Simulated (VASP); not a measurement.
Write the native input for VASP 6.6.1 that does the following.

- Task: single point
- Functional: PBE
- Potentials or basis: VASP PAW PBE potentials, release 64 (Ca_sv, Ta_pv)
- Cutoff: 520 eV
- k mesh: 8 × 8 × 8
- Occupations: gaussian, width 0.1 eV
- Spin: no spin polarisation
- Dipole correction: no
- Further INCAR settings: ALGO = Fast; EDIFF = 1e-06; NBANDS = 41

The structure of CaTa2 lies in POSCAR:

```
CaTa2
1.0
    0.0000000000      4.1006412143      4.1006412143
    4.1006412143      0.0000000000      4.1006412143
    4.1006412143      4.1006412143      0.0000000000
Ca Ta
2 4
Direct
    0.5000000000      0.5000000000      0.5000000000
    0.7500000000      0.7500000000      0.7500000000
    0.1250000000      0.1250000000      0.1250000000
    0.6250000000      0.1250000000      0.1250000000
    0.1250000000      0.1250000000      0.6250000000
    0.1250000000      0.6250000000      0.1250000000
```

The input as run:

INCAR

```
SYSTEM = CaTa2
PREC = Accurate ; ENCUT = 520
EDIFF = 1E-6 ; ISMEAR = 0
SIGMA = 0.1 ; LREAL = .False.
LASPH = .True. ; NELM = 100
ALGO = Fast ; ISIF = 2
LWAVE = .False. ; LCHARG = .True.
GGA = PE ; LELF = .True.
LVHAR = .True. ; NBANDS = 41
```

KPOINTS

```
regular mesh
0
Gamma
  8 8 8
  0 0 0
```

Potentials or basis: VASP PAW PBE potentials, release 64 (Ca_sv, Ta_pv).

Command:

```console
$ cat potpaw_PBE.64/Ca_sv/POTCAR potpaw_PBE.64/Ta_pv/POTCAR > POTCAR
$ mpirun -np 1 vasp_std > vasp.out
```

Results of the run:

```json
{
 "Pressure": "0.1 GPa",
 "Band gap on the k mesh": "zero (bands 32 and 33 overlap by 1.25 eV)"
}
```

Caveat: spin-orbit coupling is left out, which moves the levels of the heavy elements.

Run time: 8 min on 1 thread of Intel(R) Xeon(R) Platinum 8259CL CPU @ 2.50GHz (Skylake/Cascade Lake), on a shared host, peak memory 0.39 GiB.
